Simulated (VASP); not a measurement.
Wanted: the native input for a VASP 6.6.1 run.

* Task: single point
* Functional: LDA
* Potentials or basis: VASP PAW LDA potentials, release 64 (Mg)
* Cutoff: 520 eV
* k mesh: 9 × 9 × 9
* Occupations: fermi-dirac, width 0.1 eV
* Spin: no spin polarisation
* Dipole correction: no
* Further INCAR settings: ALGO = Normal; EDIFF = 1e-07; NBANDS = 9

The structure of Mg lies in POSCAR:

```
Mg
1.0
    0.0000000000      3.2547627305      3.2547627305
    3.2547627305      0.0000000000      3.2547627305
    3.2547627305      3.2547627305      0.0000000000
Mg
2
Direct
    0.1250000000      0.1250000000      0.1250000000
    0.8750000000      0.8750000000      0.8750000000
```

This cell differs from its parent crystal: volume scaled by 0.92.

The input as run:

INCAR

```
ALGO = Normal ; EDIFF = 1E-7
ENCUT = 520 ; GGA = CA
ISIF = 2 ; ISMEAR = -1
LASPH = T ; LCHARG = F
LREAL = F ; LWAVE = F
NBANDS = 9 ; NELM = 100
PREC = Accurate ; SIGMA = 0.1
```

KPOINTS

```
k-points
0
Gamma
  9 9 9
```

Potentials or basis: VASP PAW LDA potentials, release 64 (Mg).

The run is started by

```bash
$ cat potpaw_LDA.64/Mg/POTCAR > POTCAR
$ mpirun -np 1 vasp_std > vasp.out
```

Results of the run:

```json
{
 "Pressure": "1.2 GPa",
 "Band gap on the k mesh": "zero (band 2 reaches 4.03 eV, above the bottom of band 3 at -0.14 eV)"
}
```

Run time: 12 s on 1 thread of Intel(R) Xeon(R) Platinum 8375C CPU @ 2.90GHz (Ice Lake), with other jobs on the host, peak memory 0.17 GiB.
